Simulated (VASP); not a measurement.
# Zn8O7 (P1) in VASP: single point with PBE

Aim: the single point of Zn8O7 with PBE.

Everything below comes from runs of VASP 6.6.1. Logs are shortened: lines on timing, memory, paths and dates and some standing lists are left out, and cuts for length are marked.

### 1 The cell of the first run

The typed cell holds 15 atoms: a = 6.500 Å, b = 6.500 Å, c = 5.210 Å, α = 90.00°, β = 90.00°, γ = 120.00°.

### 2 Single point, PBE

File INCAR:

```
SYSTEM = Zn8O7
ALGO = Normal
EDIFF = 1E-6
ENCUT = 520
GGA = PE
ISIF = 2
ISMEAR = 0
LASPH = .TRUE.
LCHARG = .FALSE.
LREAL = Auto
LWAVE = .FALSE.
NBANDS = 82
NELECT = 136.0
NELM = 100
PREC = Accurate
SIGMA = 0.01
```

File KPOINTS:

```
k-points
0
G
  1 1 1
  0 0 0
```

File POSCAR:

```
Zn8O7
1.0
    6.5000000000      0.0000000000      0.0000000000
   -3.2500000000      5.6291650000      0.0000000000
    0.0000000000      0.0000000000      5.2100000000
Zn O
8 7
Direct
    0.1688170000      0.3281690000      0.9879840000
    0.3344130000      0.1666180000      0.5074110000
    0.1613600000      0.8301880000      0.9996130000
    0.3415310000      0.6719490000      0.4960330000
    0.6659360000      0.3336650000      0.9977830000
    0.8288470000      0.1636400000      0.5084010000
    0.6521440000      0.8328440000      0.9955400000
    0.8348080000      0.6727360000      0.4911140000
    0.1665360000      0.3354020000      0.3816010000
    0.3288960000      0.1666630000      0.8774930000
    0.3233540000      0.6643940000      0.8766400000
    0.6700560000      0.3379320000      0.3875520000
    0.8370460000      0.1731250000      0.8881830000
    0.6639420000      0.8297880000      0.3878660000
    0.8272680000      0.6693350000      0.8823540000
```

Potentials or basis: VASP PAW PBE potentials, release 64 (Zn, O).

Started as:

```console
> cat potpaw_PBE.64/Zn/POTCAR potpaw_PBE.64/O/POTCAR > POTCAR
> mpirun -np 1 vasp_gam > vasp.out
```

OUTCAR:

```text
SYSTEM = Zn8O7
   EDIFF = 1E-6
   ENCUT = 520
   GGA = PE
   ISIF = 2
   ISMEAR = 0
   LASPH = .TRUE.
   LREAL = Auto
   NELECT = 136.0
   NELM = 100
   PREC = Accurate

 ion  position               nearest neighbor table
   1  0.169  0.328  0.988-  10 1.90  13 1.94  11 1.98   9 2.05
   2  0.334  0.167  0.507-  10 1.93  12 1.99   9 2.01
   3  0.161  0.830  1.000-  11 1.95  15 1.98  10 2.00
   4  0.342  0.672  0.496-  14 1.90  11 1.99   9 1.99
   5  0.666  0.334  0.998-  13 1.95  15 1.98  10 2.00  12 2.03
   6  0.829  0.164  0.508-  12 1.98  13 1.98  14 1.98   9 2.01
   7  0.652  0.833  0.996-  11 1.95  15 2.00  13 2.00  14 2.05
   8  0.835  0.673  0.491-  14 1.92  12 1.96  15 2.04
   9  0.167  0.335  0.382-   4 1.99   2 2.01   6 2.01   1 2.05
  10  0.329  0.167  0.877-   1 1.90   2 1.93   3 2.00   5 2.00
  11  0.323  0.664  0.877-   7 1.95   3 1.95   1 1.98   4 1.99
  12  0.670  0.338  0.388-   8 1.96   6 1.98   2 1.99   5 2.03
  13  0.837  0.173  0.888-   1 1.94   5 1.95   6 1.98   7 2.00
  14  0.664  0.830  0.388-   4 1.90   8 1.92   6 1.98   7 2.05
  15  0.827  0.669  0.882-   3 1.98   5 1.98   7 2.00   8 2.04

  LATTYP: Found a hexagonal cell.
 ALAT       =     6.5000000000
 C/A-ratio  =     0.8015384615

  Lattice vectors:

 A1 = (   6.5000000000,   0.0000000000,   0.0000000000)
 A2 = (  -3.2500000000,   5.6291650000,   0.0000000000)
 A3 = (   0.0000000000,   0.0000000000,   5.2100000000)

Analysis of symmetry for initial positions (statically):
=====================================================================
 Subroutine PRICEL returns:
 Original cell was already a primitive cell.

 Routine SETGRP: Setting up the symmetry group for a
 hexagonal supercell.

 Subroutine GETGRP returns: Found  1 space group operations
 (whereof  1 operations were pure point group operations)
 out of a pool of 24 trial point group operations.

The static configuration has the point symmetry C_1 .

Analysis of symmetry for dynamics (positions and initial velocities):
=====================================================================
 Subroutine PRICEL returns:
 Original cell was already a primitive cell.

 Routine SETGRP: Setting up the symmetry group for a
 hexagonal supercell.

 Subroutine GETGRP returns: Found  1 space group operations
 (whereof  1 operations were pure point group operations)
 out of a pool of 24 trial point group operations.

The dynamic configuration has the point symmetry C_1 .

 Subroutine INISYM returns: Found  1 space group operations
 (whereof  1 operations are pure point group operations),
 and found     1 'primitive' translations

----------------------------------------------------------------------------------------

                                     Primitive cell

  volume of cell :     190.6317

  direct lattice vectors                    reciprocal lattice vectors
     6.500000000  0.000000000  0.000000000     0.153846154  0.088823120  0.000000000
    -3.250000000  5.629165000  0.000000000     0.000000000  0.177646241  0.000000000
     0.000000000  0.000000000  5.210000000     0.000000000  0.000000000  0.191938580

  length of vectors
     6.500000000  6.499999892  5.210000000     0.177646238  0.177646241  0.191938580

  position of ions in fractional coordinates (direct lattice)
     0.168817000  0.328169000  0.987984000
     0.334413000  0.166618000  0.507411000
     0.161360000  0.830188000  0.999613000
     0.341531000  0.671949000  0.496033000
     0.665936000  0.333665000  0.997783000
     0.828847000  0.163640000  0.508401000
     0.652144000  0.832844000  0.995540000
     0.834808000  0.672736000  0.491114000
     0.166536000  0.335402000  0.381601000
     0.328896000  0.166663000  0.877493000
     0.323354000  0.664394000  0.876640000
     0.670056000  0.337932000  0.387552000
     0.837046000  0.173125000  0.888183000
     0.663942000  0.829788000  0.387866000
     0.827268000  0.669335000  0.882354000

  ion indices of the primitive-cell ions
   primitive index   ion index
                 1           1
                 2           2
                 3           3
                 4           4
                 5           5
                 6           6
                 7           7
                 8           8
                 9           9
                10          10
                11          11
                12          12
                13          13
                14          14
                15          15

----------------------------------------------------------------------------------------

 KPOINTS: k-points

Automatic generation of k-mesh.
 Grid dimensions read from file:
 generate k-points for:    1    1    1

 Generating k-lattice:

  Cartesian coordinates                     Fractional coordinates (reciprocal lattice)
     0.153846154  0.088823120  0.000000000     1.000000000  0.000000000  0.000000000
     0.000000000  0.177646241  0.000000000     0.000000000  1.000000000  0.000000000
     0.000000000  0.000000000  0.191938580     0.000000000  0.000000000  1.000000000

  Length of vectors
     0.177646238  0.177646241  0.191938580

  Shift w.r.t. Gamma in fractional coordinates (k-lattice)
     0.000000000  0.000000000  0.000000000

 Subroutine IBZKPT returns following result:
 ===========================================

 Found      1 irreducible k-points:

 Following reciprocal coordinates:
            Coordinates               Weight
  0.000000  0.000000  0.000000      1.000000
   k-points           NKPTS =      1   k-points in BZ     NKDIM =      1   number of bands    NBANDS=     82
   number of dos      NEDOS =    301   number of ions     NIONS =     15
   total plane-waves  NPLWV =  92160
   dimension x,y,z NGX =    48 NGY =   48 NGZ =   40
   dimension x,y,z NGXF=    96 NGYF=   96 NGZF=   80
   ions per type =               8   7
   NGX,Y,Z   is equivalent  to a cutoff of  12.28, 12.28, 12.76 a.u.
   NGXF,Y,Z  is equivalent  to a cutoff of  24.55, 24.55, 25.53 a.u.
 SYSTEM =  Zn8O7
   PREC   = accura    normal or accurate (medium, high low for compatibility)
   ISTART =      0    job   : 0-new  1-cont  2-samecut
   ICHARG =      2    charge: 1-file 2-atom 10-const
   ISPIN  =      1    spin polarized calculation?
   LNONCOLLINEAR =      F non collinear calculations
   LSORBIT =      F    spin-orbit coupling
   LASPH  =      T    aspherical Exc in radial PAW
   ENCUT  =  520.0 eV  38.22 Ry    6.18 a.u.  12.09 12.09  9.69*2*pi/ulx,y,z
   NELM   =    100;   NELMIN=  2; NELMDL= -5     # of ELM steps
   EDIFF  = 0.1E-05   stopping-criterion for ELM
   LREAL  =      T    real-space projection
   EDIFFG = 0.1E-04   stopping-criterion for IOM
   NSW    =      0    number of steps for IOM
   IBRION =     -1    ionic relax: 0-MD 1-quasi-New 2-CG
   NFREE  =      0    steps in history (QN), initial steepest desc. (CG)
   ISIF   =      2    stress and relaxation
   ISYM   =      2    0-nonsym 1-usesym 2-fastsym
   POTIM  = 0.5000    time-step for ionic-motion
   TEBEG  =    0.0;   TEEND  =   0.0 temperature during run
   PSTRESS=    0.0 pullay stress
   NELECT =     136.0000    total number of electrons
   NUPDOWN=      -1.0000    fix difference up-down
   EMIN   =  10.00;   EMAX   =-10.00  energy-range for DOS
   EFERMI =   0.00;   METHOD = LEGACY
   ISMEAR =     0;   SIGMA  =   0.01  broadening in eV -4-tet -1-fermi 0-gaus
   EFERMI_NEDOS =   21; number of points for ismear=-14 and -15
   IALGO  =     38    algorithm
   IMIX   =      4    mixing-type and parameters
     AMIX     =   0.40;   BMIX     =  1.00
     AMIX_MAG =   1.60;   BMIX_MAG =  1.00
  volume/ion in A,a.u.               =      12.71        85.76
  Fermi-wavevector in a.u.,A,eV,Ry     =   1.462815  2.764320 29.114129  2.139828
  Thomas-Fermi vector in A             =   2.578984
   LORBIT       =      0    0 simple, 1 ext, 2 COOP (PROOUT), +10 PAW based schemes
   GGA     = PE    functional components
   LHFCALC =     F    Hartree Fock is set to
   AEXX    =    0.0000 exact exchange contribution
   IVDW    =     0    specifies the selected vdW correction
   LEPSILON=     F    determine dielectric tensor
   LRPA    =     F    only Hartree local field effects (RPA)
 non-spin polarized calculation
 Gauss-broadening in eV      SIGMA  =   0.01
  energy-cutoff  :      520.00
  volume of cell :      190.63
 maximum number of plane-waves:      2560
   NGX = 25   NGY = 25   NGZ = 19

 number of electron     136.0000014 magnetization

 Free energy of the ion-electron system (eV)
  ---------------------------------------------------
  ext. energy  EPLUGINS =         0.00000000
  ---------------------------------------------------
  free energy    TOTEN  =       -64.25819805 eV

  energy without entropy =      -64.24710964  energy(sigma->0) =      -64.25265385

 E-fermi :   0.2509     XC(G=0): -10.5773

 val. band max:        0.2493246787   @ k =   0.0000   0.0000   0.0000
 cond. band min:       0.2523829797   @ k =   0.0000   0.0000   0.0000
 fundamental gap:      0.0030583010
 Fermi energy:         0.2508666642

 k-point     1 :       0.0000    0.0000    0.0000
  band No.  band energies     occupation
      1     -17.3959      2.00000
      2     -16.9324      2.00000
      3     -16.8553      2.00000
      4     -16.7269      2.00000
      5     -16.5111      2.00000
      6     -16.4533      2.00000
      7     -16.2815      2.00000
      8      -5.4540      2.00000
      9      -5.4145      2.00000
     10      -5.3761      2.00000
     11      -5.3362      2.00000
     12      -5.2618      2.00000
     13      -5.1584      2.00000
     14      -5.0856      2.00000
     15      -5.0551      2.00000
     16      -4.9913      2.00000
     17      -4.9789      2.00000
     18      -4.9168      2.00000
     19      -4.8855      2.00000
     20      -4.7346      2.00000
     21      -4.6958      2.00000
     22      -4.6153      2.00000
     23      -4.5576      2.00000
     24      -4.5337      2.00000
     25      -4.4968      2.00000
     26      -4.4641      2.00000
     27      -4.4361      2.00000
     28      -4.4222      2.00000
     29      -4.1594      2.00000
     30      -4.1549      2.00000
     31      -4.1247      2.00000
     32      -4.0812      2.00000
     33      -4.0777      2.00000
     34      -4.0612      2.00000
     35      -4.0566      2.00000
     36      -4.0500      2.00000
     37      -4.0358      2.00000
     38      -3.9991      2.00000
     39      -3.9809      2.00000
     40      -3.9660      2.00000
     41      -3.8832      2.00000
     42      -3.8560      2.00000
     43      -3.8326      2.00000
     44      -3.7853      2.00000
     45      -3.7617      2.00000
     46      -3.7569      2.00000
     47      -3.7396      2.00000
     48      -3.5435      2.00000
     49      -3.4602      2.00000
     50      -3.1781      2.00000
     51      -3.0790      2.00000
     52      -2.9359      2.00000
     53      -2.5015      2.00000
     54      -2.4606      2.00000
     55      -2.1436      2.00000
     56      -2.0278      2.00000
     57      -1.6001      2.00000
     58      -1.4961      2.00000
     59      -1.2842      2.00000
     60      -1.2358      2.00000
     61      -0.5682      2.00000
     62      -0.5311      2.00000
     63      -0.2837      2.00000
     64      -0.2143      2.00000
     65      -0.2067      2.00000
     66       0.0583      2.00000
     67       0.2298      1.99717
     68       0.2493      1.17263
     69       0.2524      0.83020
     70       3.9129      0.00000
     71       5.6507      0.00000
     72       5.6744      0.00000
     73       5.8830      0.00000
     74       6.4835      0.00000
     75       7.1742      0.00000
     76       7.3304      0.00000
     77       7.6428      0.00000
     78       8.3906      0.00000
     79       8.6321      0.00000
     80       8.7101      0.00000
 [bands above 80 left out]

------------------------ aborting loop because EDIFF is reached ----------------------------------------

  FORCE on cell =-STRESS in cart. coord.  units (eV):
  Direction    XX          YY          ZZ          XY          YZ          ZX
  --------------------------------------------------------------------------------------
  -------------------------------------------------------------------------------------
  Total       -8.4926257     -9.8565003    -17.8474317     -0.6772360      0.1560562     -0.1523235
  in kB      -71.3768712    -82.8396515   -149.9999978     -5.6918775      1.3115855     -1.2802133
  external PRESSURE =    -101.4055068 kB  Pullay stress =       0.0000000 kB

 VOLUME and BASIS-vectors are now :
 -----------------------------------------------------------------------------
  energy-cutoff  :      520.00
  volume of cell :      190.63
      direct lattice vectors                 reciprocal lattice vectors
     6.500000000  0.000000000  0.000000000     0.153846154  0.088823120  0.000000000
    -3.250000000  5.629165000  0.000000000     0.000000000  0.177646241  0.000000000
     0.000000000  0.000000000  5.210000000     0.000000000  0.000000000  0.191938580

 POSITION                                       TOTAL-FORCE (eV/Angst)
 -----------------------------------------------------------------------------------
      0.03076      1.84732      5.14740        -0.433619      0.491990      0.899280
      1.63218      0.93792      2.64361        -0.161244     -0.325813     -0.940007
     -1.64927      4.67327      5.20798        -0.282226      0.039640      0.646888
      0.03612      3.78251      2.58433        -1.163409     -0.357397     -0.180849
      3.24417      1.87826      5.19845        -0.237720      0.269707      0.465390
      4.85568      0.92116      2.64877         0.229169      0.302123     -0.275447
      1.53219      4.68822      5.18676         0.553097     -0.024458      0.426514
      3.23986      3.78694      2.55870         0.842074      0.089677      0.129196
     -0.00757      1.88803      1.98814        -0.024764     -0.167163     -0.283523
      1.59617      0.93817      4.57174         0.696948     -0.755148      0.363778
     -0.05748      3.73998      4.56729        -0.180820      0.254686     -0.006448
      3.25709      1.90227      2.01915         0.002690     -0.228805     -0.370340
      4.87814      0.97455      4.62743        -0.195926     -0.474279     -0.165961
      1.61881      4.67101      2.02078         0.041656      0.675461     -0.636177
      3.20190      3.76780      4.59706         0.314094      0.209778     -0.072294
 -----------------------------------------------------------------------------------
    total drift:                                0.006838     -0.003115     -0.011628

  FREE ENERGIE OF THE ION-ELECTRON SYSTEM (eV)
  ---------------------------------------------------
  free  energy   TOTEN  =       -64.2581980505 eV

  energy  without entropy=      -64.2471096418  energy(sigma->0) =      -64.25265385
```

Wall time 41 s (1 thread of Intel Xeon 6975P-C (Granite Rapids), shared host); peak memory 0.27 GiB.

What came out:

| Property | Result |
| --- | --- |
| Free energy | -64.2582 eV |
| Largest force | 1.230 eV/Å |

Forces on the atoms (eV/Å):
```
Zn  -0.434  0.492  0.899
Zn  -0.161 -0.326 -0.940
Zn  -0.282  0.040  0.647
Zn  -1.163 -0.357 -0.181
Zn  -0.238  0.270  0.465
Zn   0.229  0.302 -0.275
Zn   0.553 -0.024  0.427
Zn   0.842  0.090  0.129
O   -0.025 -0.167 -0.284
O    0.697 -0.755  0.364
O   -0.181  0.255 -0.006
O    0.003 -0.229 -0.370
O   -0.196 -0.474 -0.166
O    0.042  0.675 -0.636
O    0.314  0.210 -0.072
```

Levels at points of the mesh, in eV from the Fermi level:
```csv
k point,band 64,band 65,band 66,band 67,band 68,band 69,band 70,band 71,band 72,band 73
"(0.00, 0.00, 0.00)",-0.47,-0.46,-0.19,-0.02,0.00,0.00,3.66,5.40,5.42,5.63
```

Caveat: the k points lie up to 1.21 Å⁻¹ apart; the cell carries a net charge on a neutralising background, which shifts energy and pressure; the cell is charged against a uniform background, so pressure and absolute levels hang on convention; forces of over 1 eV/Å act on the atoms, so gaps and moduli don't describe the material at rest.
